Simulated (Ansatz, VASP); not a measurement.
**Two plane-wave programs on VO2**

Contents of INCAR:

```
SYSTEM = VO2
  PREC = Accurate
  ENCUT = 520
  EDIFF = 1E-8
  ISMEAR = -1
  SIGMA = 0.02
  LREAL = .False.
  LASPH = .True.
  NELM = 200
  ALGO = Normal
  ISIF = 2
  LWAVE = .False.
  LCHARG = .False.
  ISPIN = 2
  MAGMOM = 1 1 0 0 0 0
  LORBIT = 11
  LMAXMIX = 4
  GGA = PE
  LEFG = .True.
  NBANDS = 38
  GGA_COMPAT = .False.
```

KPOINTS

```
regular mesh
0
Gamma
  7 7 11
  0 0 0
```

The input POSCAR:

```
VO2
1.0
    4.5546000000      0.0000000000      0.0000000000
    0.0000000000      4.5546000000      0.0000000000
    0.0000000000      0.0000000000      2.8528000000
V O
2 4
Direct
    0.0000000000      0.0000000000      0.0000000000
    0.5000000000      0.5000000000      0.5000000000
    0.3001000000      0.3001000000      0.0000000000
    0.1999000000      0.8001000000      0.5000000000
    0.6999000000      0.6999000000      0.0000000000
    0.8001000000      0.1999000000      0.5000000000
```

Input for Ansatz:

```yaml
crystal:
  lattice:
    - [4.5546, 0.0, 0.0]
    - [0.0, 4.5546, 0.0]
    - [0.0, 0.0, 2.8528]
  atoms:
    - { symbol: V, position: [0.0, 0.0, 0.0], spin: 1.0 }
    - { symbol: V, position: [0.5, 0.5, 0.5], spin: 1.0 }
    - { symbol: O, position: [0.3001, 0.3001, 0.0] }
    - { symbol: O, position: [0.1999, 0.8001, 0.5] }
    - { symbol: O, position: [0.6999, 0.6999, 0.0] }
    - { symbol: O, position: [0.8001, 0.1999, 0.5] }
magnetization:
  spin_polarized: true
kpoints:
  mp_grid: { grid: [7, 7, 11] }
scf:
  occupations: { method: fermi_dirac, width: 0.02 }
hamiltonian:
  xc: pbe
  pseudopotentials: { kind: paw }
output:
  forces: true
  stress: true
  populations: true
  efg:
    quadrupole_moments_barn: { V: -0.052, O: -0.02558 }
    contact_densities: true
```

Alike in both runs: task electric field gradients; functional PBE; k mesh 7 × 7 × 11; occupations fermi-dirac, width 0.02 eV; collinear spin.

|  | VASP | Ansatz |
| --- | --- | --- |
| version | VASP 6.6.1 | Ansatz 0.2.0 |
| potentials or method | VASP PAW PBE potentials, release 64 (V_sv, O) | plane-wave PAW, scalar-relativistic |
| plane-wave cutoff (eV) | 520 | 420 |
| valence electrons in the cell | 50 | 50 |

```csv
,VASP,Ansatz,Ansatz less VASP
pressure (GPa),2.6,1.6,-0.98
"traceless stress, the component that is largest in VASP (GPa)",-1.64,-1.88,-0.237
rms of the force components (eV/Å),0.032,0.019,-0.0130
net moment per atom (μB),0.33,0.33,0.000
size of the moment on the site where the two differ most (μB),1.05,0.83,-0.216
size of Vzz on the site where it differs most (V/Å²),27.4,29.4,+2.00
```

Site moments also hang on the region over which each program counts them. Atom by atom the forces differ by 0.013 eV/Å (rms over components).
